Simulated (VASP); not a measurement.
A run of VASP 6.6.1:

File INCAR:

```
SYSTEM = F
PREC = Accurate ; ENCUT = 520
EDIFF = 1E-6 ; ISMEAR = 0
SIGMA = 0.05 ; LREAL = .False.
LASPH = .True. ; NELM = 100
ALGO = Normal ; ISIF = 2
LWAVE = .False. ; LCHARG = .False.
GGA = PS ; NBANDS = 22
```

Contents of KPOINTS:

```
Automatic mesh
0
Gamma
  4 4 2
  0 0 0
```

Contents of POSCAR:

```
F
1.0
    3.0103614480     -1.7866149291     -0.2321850448
    3.0103614480      1.7866149291     -0.2321850448
   -2.2466633749      0.0000000000      7.1479031318
F
4
Direct
    0.0848459664      0.0848459664      0.0940038325
    0.9151540336      0.9151540336      0.9059961675
    0.5015719855      0.5015719855      0.5937195244
    0.4984280145      0.4984280145      0.4062804756
```

Potentials or basis: VASP PAW PBE potentials, release 64 (F).

Command:

```bash
$ cat potpaw_PBE.64/F/POTCAR > POTCAR
$ mpirun -np 1 vasp_std > vasp.out
```

Hardware: 1 thread of Intel(R) Xeon(R) Platinum 8375C CPU @ 2.90GHz (Ice Lake) (shared host).

Estimate the wall time of this run.

It took 18 s on 1 thread of Intel(R) Xeon(R) Platinum 8375C CPU @ 2.90GHz (Ice Lake) (shared host), peak memory 0.19 GiB. Counts: scf iterations 12, k points 14.
